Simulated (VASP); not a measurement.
A run of VASP 6.6.1 is set up as follows.

Contents of INCAR:

```
PREC = Accurate ; ENCUT = 520
EDIFF = 1E-6 ; ISMEAR = 0
SIGMA = 0.1 ; LREAL = False
LASPH = True ; NELM = 150
ALGO = Normal ; ISIF = 2
LWAVE = False ; LCHARG = True
ISPIN = 2 ; MAGMOM = 4 -4 0 0
LORBIT = 11 ; LMAXMIX = 4
GGA = PE ; LELF = True
LVHAR = True ; NBANDS = 30
```

File KPOINTS:

```
regular mesh
0
Gamma
  12 12 6
```

POSCAR

```
MnSb
1.0
    3.3636440039      0.0000000000      3.3636440039
    0.0000000000      3.3636440039      3.3636440039
    0.0000000000      0.0000000000      6.7272880077
Mn Sb
2 2
Direct
    1.0000000000      0.0000000000      0.0000000000
    1.0000000000      0.0000000000      0.5000000000
    0.5000000000      0.5000000000      0.7500000000
    0.5000000000      0.5000000000      0.2500000000
```

Potentials or basis: VASP PAW PBE potentials, release 64 (Mn_pv, Sb).

The run is started by

```console
$ cat potpaw_PBE.64/Mn_pv/POTCAR potpaw_PBE.64/Sb/POTCAR > POTCAR
$ mpirun -np 1 vasp_std > vasp.out
```

Q: Predict the net moment.

A: 0.00 μB per cell.

Q: Estimate the pressure.

A: -0.2 GPa.

Q: What does it give for the site moments?

A: Mn +3.12, -3.12; Sb +0.00 μB.

Q: What does it give for the band gap on the k mesh?

A: Zero (filled and empty bands overlap).

Caveat: the antiferromagnetic order is the one typed at the start, and another may lie lower; spin-orbit coupling is left out, which moves the levels of the heavy elements.
